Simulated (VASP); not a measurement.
Write the native input for VASP 6.6.1 that does the following.

| Item | Value |
| --- | --- |
| Task | single point |
| Functional | PBE |
| Potentials or basis | VASP PAW PBE potentials, release 64 (Li_sv, Ta_pv, O) |
| Cutoff | 520 eV |
| k mesh | 18 × 18 × 8 |
| Occupations | gaussian, width 0.1 eV |
| Spin | no spin polarisation |
| Dipole correction | no |
| Further INCAR settings | ALGO = Normal; EDIFF = 1e-06; NBANDS = 21 |

The structure of LiTaO2 lies in POSCAR:

```
LiTaO2
1.0
    2.8544017760      0.0000000000      0.0000000000
   -1.4272008880      2.4719844506      0.0000000000
    0.0000000000      0.0000000000      5.5729385858
Li Ta O
1 1 2
Direct
    0.0000000000      0.0000000000      0.5000000000
    0.0000000000      0.0000000000      0.0000000000
    0.6666666667      0.3333333333      0.2553496220
    0.3333333333      0.6666666667      0.7446503780
```

One way to write it, as run:

INCAR

```
  ALGO = Normal
  EDIFF = 1E-6
  ENCUT = 520
  GGA = PE
  ISIF = 2
  ISMEAR = 0
  LASPH = T
  LCHARG = F
  LREAL = F
  LWAVE = F
  NBANDS = 21
  NELM = 100
  PREC = Accurate
  SIGMA = 0.1
```

KPOINTS

```
k-points
0
Gamma
  18 18 8
```

Potentials or basis: VASP PAW PBE potentials, release 64 (Li_sv, Ta_pv, O).

The run is started by

```sh
$ cat potpaw_PBE.64/Li_sv/POTCAR potpaw_PBE.64/Ta_pv/POTCAR potpaw_PBE.64/O/POTCAR > POTCAR
$ mpirun -np 1 vasp_std > vasp.out
```

It gave:

| Item | Value |
| --- | --- |
| Largest force | 0.057 eV/Å |
| Band gap on the k mesh | zero (band 13 reaches 7.10 eV, above the bottom of band 14 at 5.75 eV) |

Caveat: spin-orbit coupling is left out, which moves the levels of the heavy elements.

Run time: 4.9 min on 1 thread of Intel(R) Xeon(R) Platinum 8375C CPU @ 2.90GHz (Ice Lake) (shared host), peak memory 0.33 GiB.
